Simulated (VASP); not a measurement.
Crystal: SrTe.

```
CELL_PARAMETERS angstrom
0.00000 3.25119 3.25119
3.25119 0.00000 3.25119
3.25119 3.25119 0.00000
ATOMIC_POSITIONS crystal
Sr 0.00000 0.00000 0.00000
Te 0.50000 0.50000 0.50000
```

* Program: VASP 6.6.1
* Task: relaxation of cell and atoms
* Functional: PBE
* Potentials or basis: VASP PAW PBE potentials, release 64 (Sr_sv, Te)
* Cutoff: 500 eV
* k mesh: 8 × 8 × 8
* Occupations: gaussian, width 0.02 eV
* Spin: no spin polarisation

At the start: pressure 4.0 GPa; volume 34.37 Å³/atom.

Problem. Where does the relaxation end?

Solution. Over 3 steps the energy falls by 41.8 meV/atom and the volume is 37.98 Å³/atom (+10.5 %); space group Fm-3m (No. 225, to 0.1 Å) before and after.

The path:
```tsv
step	energy change (eV)	largest force (eV/Å)	pressure (GPa)	volume (Å³)
1	0.0000	0.0000	4.03	68.73
2	-0.0799	0.0000	-0.68	77.69
3	-0.0836	0.0000	0.02	75.96
```

Final structure:
```
CELL_PARAMETERS angstrom
0.00000 3.36132 3.36132
3.36132 0.00000 3.36132
3.36132 3.36132 0.00000
ATOMIC_POSITIONS crystal
Sr 0.00000 0.00000 0.00000
Te 0.50000 0.50000 0.50000
```
